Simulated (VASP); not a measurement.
# MgS (I4/mmm) in VASP: single point with PBE

Aim: the single point of MgS with PBE.

Everything below comes from runs of VASP 6.6.1. Logs are shortened: lines on timing, memory, paths and dates and some standing lists are left out, and cuts for length are marked.

### 1 The cell of the first run

Symmetry: I4/mmm, No. 139, tetragonal system. Conventional cell: a = 3.789 Å, b = 3.789 Å, c = 5.119 Å, α = 90.00°, β = 90.00°, γ = 90.00°. Mg (site symmetry 4/mmm) has 6 S at 2.56 to 2.68 Å within 3.4 Å. Within 3.4 Å of S (site symmetry 4/mmm) lie 6 Mg at 2.56 to 2.68 Å.

### 2 Single point, PBE (epitaxial xy strain +3.0%)

Contents of INCAR:

```
SYSTEM = MgS
PREC = Accurate
ENCUT = 520
EDIFF = 1E-7
ISMEAR = 0
SIGMA = 0.01
LREAL = .False.
LASPH = .True.
NELM = 60
ALGO = Normal
ISIF = 2
LWAVE = .False.
LCHARG = .False.
GGA = PE
NBANDS = 11
```

Contents of KPOINTS:

```
regular mesh
0
Gamma
  6 6 6
  0 0 0
```

Contents of POSCAR:

```
MgS
1.0
    0.0000000000      2.6795634751      2.5593409339
    2.6795634751      0.0000000000      2.5593409339
    2.6795634751      2.6795634751      0.0000000000
Mg S
1 1
Direct
    0.0000000000      0.0000000000      0.0000000000
    0.5000000000      0.5000000000      0.5000000000
```

Potentials or basis: VASP PAW PBE potentials, release 64 (Mg, S).

On the command line:

```console
$ cat potpaw_PBE.64/Mg/POTCAR potpaw_PBE.64/S/POTCAR > POTCAR
$ mpirun -np 1 vasp_std > vasp.out
```

OUTCAR:

```text
SYSTEM = MgS
   PREC = Accurate
   ENCUT = 520
   EDIFF = 1E-7
   ISMEAR = 0
   LREAL = .False.
   LASPH = .True.
   NELM = 60
   ISIF = 2
   GGA = PE

 ion  position               nearest neighbor table
   1  0.000  0.000  0.000-   2 2.56   2 2.56   2 2.68   2 2.68   2 2.68   2 2.68
   2  0.500  0.500  0.500-   1 2.56   1 2.56   1 2.68   1 2.68   1 2.68   1 2.68

  LATTYP: Found a body centered tetragonal cell.
 ALAT       =     3.7894750077
 C/A-ratio  =     1.3507627989

  Lattice vectors:

 A1 = (   0.0000000000,  -2.6795634751,  -2.5593409339)
 A2 = (   0.0000000000,   2.6795634751,  -2.5593409339)
 A3 = (   2.6795634751,   0.0000000000,   2.5593409339)

Analysis of symmetry for initial positions (statically):
=====================================================================
 Subroutine PRICEL returns:
 Original cell was already a primitive cell.

 Routine SETGRP: Setting up the symmetry group for a
 body centered tetragonal supercell.

 Subroutine GETGRP returns: Found 16 space group operations
 (whereof 16 operations were pure point group operations)
 out of a pool of 16 trial point group operations.

The static configuration has the point symmetry D_4h.

Analysis of symmetry for dynamics (positions and initial velocities):
=====================================================================
 Subroutine PRICEL returns:
 Original cell was already a primitive cell.

 Routine SETGRP: Setting up the symmetry group for a
 body centered tetragonal supercell.

 Subroutine GETGRP returns: Found 16 space group operations
 (whereof 16 operations were pure point group operations)
 out of a pool of 16 trial point group operations.

The dynamic configuration has the point symmetry D_4h.

 Subroutine INISYM returns: Found 16 space group operations
 (whereof 16 operations are pure point group operations),
 and found     1 'primitive' translations

----------------------------------------------------------------------------------------

                                     Primitive cell

  volume of cell :      36.7524

  direct lattice vectors                    reciprocal lattice vectors
     0.000000000  2.679563475  2.559340934    -0.186597558  0.186597558  0.195362796
     2.679563475  0.000000000  2.559340934     0.186597558 -0.186597558  0.195362796
     2.679563475  2.679563475  0.000000000     0.186597558  0.186597558 -0.195362796

  length of vectors
     3.705440113  3.705440113  3.789475008     0.328335071  0.328335071  0.328335071

  position of ions in fractional coordinates (direct lattice)
     0.000000000  0.000000000  0.000000000
     0.500000000  0.500000000  0.500000000

  ion indices of the primitive-cell ions
   primitive index   ion index
                 1           1
                 2           2

----------------------------------------------------------------------------------------

 KPOINTS: regular mesh

Automatic generation of k-mesh.
 Grid dimensions read from file:
 generate k-points for:    6    6    6

 Generating k-lattice:

  Cartesian coordinates                     Fractional coordinates (reciprocal lattice)
    -0.031099593  0.031099593  0.032560466     0.166666667  0.000000000  0.000000000
     0.031099593 -0.031099593  0.032560466     0.000000000  0.166666667  0.000000000
     0.031099593  0.031099593 -0.032560466     0.000000000  0.000000000  0.166666667

  Length of vectors
     0.054722512  0.054722512  0.054722512

  Shift w.r.t. Gamma in fractional coordinates (k-lattice)
     0.000000000  0.000000000  0.000000000

 Subroutine IBZKPT returns following result:
 ===========================================

 Found     30 irreducible k-points:

 Following reciprocal coordinates:
            Coordinates               Weight
  0.000000  0.000000  0.000000      1.000000
  0.166667 -0.000000  0.000000      8.000000
  0.333333 -0.000000  0.000000      8.000000
  0.500000  0.000000  0.000000      4.000000
  0.166667  0.166667  0.000000      2.000000
  0.333333  0.166667  0.000000      8.000000
[... 16 lines left out ...]
  0.333333  0.000000  0.333333      4.000000
  0.500000  0.000000  0.333333     16.000000
 [... further k-points ...]
   k-points           NKPTS =     30   k-points in BZ     NKDIM =     30   number of bands    NBANDS=     11
   number of dos      NEDOS =    301   number of ions     NIONS =      2
   total plane-waves  NPLWV =  21952
   dimension x,y,z NGX =    28 NGY =   28 NGZ =   28
   dimension x,y,z NGXF=    56 NGYF=   56 NGZF=   56
   ions per type =               1   1
   NGX,Y,Z   is equivalent  to a cutoff of  12.56, 12.56, 12.28 a.u.
   NGXF,Y,Z  is equivalent  to a cutoff of  25.12, 25.12, 24.57 a.u.
 SYSTEM =  MgS
   PREC   = accura    normal or accurate (medium, high low for compatibility)
   ISTART =      0    job   : 0-new  1-cont  2-samecut
   ICHARG =      2    charge: 1-file 2-atom 10-const
   ISPIN  =      1    spin polarized calculation?
   LNONCOLLINEAR =      F non collinear calculations
   LSORBIT =      F    spin-orbit coupling
   LASPH  =      T    aspherical Exc in radial PAW
   ENCUT  =  520.0 eV  38.22 Ry    6.18 a.u.   6.89  6.89  7.05*2*pi/ulx,y,z
   NELM   =     60;   NELMIN=  2; NELMDL= -5     # of ELM steps
   EDIFF  = 0.1E-06   stopping-criterion for ELM
   LREAL  =      F    real-space projection
   EDIFFG = 0.1E-05   stopping-criterion for IOM
   NSW    =      0    number of steps for IOM
   IBRION =     -1    ionic relax: 0-MD 1-quasi-New 2-CG
   NFREE  =      0    steps in history (QN), initial steepest desc. (CG)
   ISIF   =      2    stress and relaxation
   ISYM   =      2    0-nonsym 1-usesym 2-fastsym
   POTIM  = 0.5000    time-step for ionic-motion
   TEBEG  =    0.0;   TEEND  =   0.0 temperature during run
   PSTRESS=    0.0 pullay stress
   NELECT =       8.0000    total number of electrons
   NUPDOWN=      -1.0000    fix difference up-down
   EMIN   =  10.00;   EMAX   =-10.00  energy-range for DOS
   EFERMI =   0.00;   METHOD = LEGACY
   ISMEAR =     0;   SIGMA  =   0.01  broadening in eV -4-tet -1-fermi 0-gaus
   EFERMI_NEDOS =   21; number of points for ismear=-14 and -15
   IALGO  =     38    algorithm
   IMIX   =      4    mixing-type and parameters
     AMIX     =   0.40;   BMIX     =  1.00
     AMIX_MAG =   1.60;   BMIX_MAG =  1.00
  volume/ion in A,a.u.               =      18.38       124.01
  Fermi-wavevector in a.u.,A,eV,Ry     =   0.984788  1.860979 13.195031  0.969807
  Thomas-Fermi vector in A             =   2.116047
   LORBIT       =      0    0 simple, 1 ext, 2 COOP (PROOUT), +10 PAW based schemes
   GGA     = PE    functional components
   LHFCALC =     F    Hartree Fock is set to
   AEXX    =    0.0000 exact exchange contribution
   IVDW    =     0    specifies the selected vdW correction
   LEPSILON=     F    determine dielectric tensor
   LRPA    =     F    only Hartree local field effects (RPA)
 non-spin polarized calculation
 Gauss-broadening in eV      SIGMA  =   0.01
  energy-cutoff  :      520.00
  volume of cell :       36.75
 maximum number of plane-waves:      1002
   NGX = 13   NGY = 13   NGZ = 15

 number of electron       8.0000001 magnetization

 Free energy of the ion-electron system (eV)
  ---------------------------------------------------
  ext. energy  EPLUGINS =         0.00000000
  ---------------------------------------------------
  free energy    TOTEN  =        -8.47894476 eV

  energy without entropy =       -8.47894476  energy(sigma->0) =       -8.47894476

 E-fermi :   3.5414     XC(G=0):  -9.5100

 val. band max:        3.4220667853   @ k =   0.0000   0.0000   0.0000
 cond. band min:       5.9156687072   @ k =   0.5000   0.5000   0.0000
 fundamental gap:      2.4936019219
 Fermi energy:         3.5414068375

 k-point     1 :       0.0000    0.0000    0.0000
  band No.  band energies     occupation
      1      -9.0822      2.00000
      2       3.2066      2.00000
      3       3.4221      2.00000
      4       3.4221      2.00000
      5       6.7376      0.00000
      6      11.1899      0.00000
      7      11.1899      0.00000
      8      11.6498      0.00000
      9      13.3457      0.00000
     10      13.9349      0.00000
     11      15.7794      0.00000

 k-point     2 :       0.1667   -0.0000    0.0000
  band No.  band energies     occupation
      1      -8.8364      2.00000
      2       1.7633      2.00000
      3       3.1696      2.00000
      4       3.2292      2.00000
      5       7.8821      0.00000
      6      10.9411      0.00000
      7      11.3218      0.00000
      8      11.7713      0.00000
      9      12.8003      0.00000
     10      13.0663      0.00000
     11      15.5010      0.00000

 k-point     3 :       0.3333   -0.0000    0.0000
  band No.  band energies     occupation
      1      -8.2496      2.00000
      2      -0.3326      2.00000
      3       2.8974      2.00000
      4       2.9553      2.00000
      5       8.0261      0.00000
      6      10.3901      0.00000
      7      10.9078      0.00000
      8      12.3202      0.00000
      9      14.5816      0.00000
     10      14.8144      0.00000
     11      14.8622      0.00000

 k-point     4 :       0.5000    0.0000    0.0000
  band No.  band energies     occupation
      1      -7.8817      2.00000
      2      -1.2590      2.00000
      3       2.7518      2.00000
      4       2.8608      2.00000
      5       7.8148      0.00000
      6       9.9763      0.00000
      7      10.4940      0.00000
      8      13.0102      0.00000
      9      15.2723      0.00000
     10      17.3484      0.00000
     11      17.7982      0.00000
[... 239 lines left out ...]
 k-point    22 :      -0.3333    0.5000    0.1667
  band No.  band energies     occupation
      1      -7.4574      2.00000
      2      -0.1872      2.00000
      3       0.8434      2.00000
      4       1.2673      2.00000
      5       7.4086      0.00000
      6       9.4333      0.00000
      7      12.3103      0.00000
      8      13.0348      0.00000
      9      16.5293      0.00000
     10      18.1612      0.00000
     11      18.5817      0.00000

 k-point    23 :       0.3333    0.0000    0.3333
  band No.  band energies     occupation
      1      -8.0393      2.00000
      2       0.1190      2.00000
      3       1.9509      2.00000
      4       2.3115      2.00000
      5       7.1299      0.00000
      6       8.4545      0.00000
      7      12.6193      0.00000
      8      14.2897      0.00000
      9      14.9567      0.00000
     10      15.2660      0.00000
     11      19.6053      0.00000

 k-point    24 :       0.5000    0.0000    0.3333
  band No.  band energies     occupation
      1      -7.6808      2.00000
      2      -0.3540      2.00000
      3       1.1388      2.00000
      4       2.0667      2.00000
      5       7.0438      0.00000
      6       9.1036      0.00000
      7      12.9432      0.00000
      8      13.5520      0.00000
      9      15.8067      0.00000
     10      17.8192      0.00000
     11      19.0443      0.00000

 [... further k-points ...]
[... 5 lines left out ...]
  --------------------------------------------------------------------------------------
  -------------------------------------------------------------------------------------
  Total       -0.7409733     -0.7409733      0.1939192      0.0000000      0.0000000      0.0000000
  in kB      -32.3018120    -32.3018120      8.4536684      0.0000000      0.0000000      0.0000000
  external PRESSURE =     -18.7166519 kB  Pullay stress =       0.0000000 kB

 VOLUME and BASIS-vectors are now :
 -----------------------------------------------------------------------------
  energy-cutoff  :      520.00
  volume of cell :       36.75
      direct lattice vectors                 reciprocal lattice vectors
     0.000000000  2.679563475  2.559340934    -0.186597558  0.186597558  0.195362796
     2.679563475  0.000000000  2.559340934     0.186597558 -0.186597558  0.195362796
     2.679563475  2.679563475  0.000000000     0.186597558  0.186597558 -0.195362796

 POSITION                                       TOTAL-FORCE (eV/Angst)
 -----------------------------------------------------------------------------------
      0.00000      0.00000      0.00000        -0.000000     -0.000000     -0.000000
      2.67956      2.67956      2.55934         0.000000      0.000000      0.000000
 -----------------------------------------------------------------------------------
    total drift:                                0.000000      0.000000      0.000000

  FREE ENERGIE OF THE ION-ELECTRON SYSTEM (eV)
  ---------------------------------------------------
  free  energy   TOTEN  =        -8.4789447643 eV

  energy  without entropy=       -8.4789447643  energy(sigma->0) =       -8.47894476
```

It took 14 s on 1 thread of Intel Xeon 6975P-C, shared host; peak memory 0.15 GiB.

What came out:

| Quantity | Value |
| --- | --- |
| Free energy | -8.4789 eV |
| Pressure | -1.9 GPa |
| Band gap on the k mesh | 2.49 eV, indirect (least direct gap 3.32 eV) |

Levels at points of the mesh, in eV from the valence-band top:
| k point | band 2 | band 3 | band 4 | band 5 | band 6 | band 7 |
| --- | --- | --- | --- | --- | --- | --- |
| (0.00, 0.00, 0.00) | -0.22 | 0.00 | 0.00 | 3.32 | 7.77 | 7.77 |
| (0.50, 0.00, 0.00) | -4.68 | -0.67 | -0.56 | 4.39 | 6.55 | 7.07 |
| (0.50, 0.50, 0.00) | -4.01 | -1.78 | -1.78 | 2.49 | 4.35 | 11.84 |
| (0.50, 0.00, 0.50) | -4.06 | -1.79 | -1.40 | 2.70 | 4.51 | 11.35 |

Caveat: the cell differs from its parent crystal (epitaxial xy strain +3.0%).
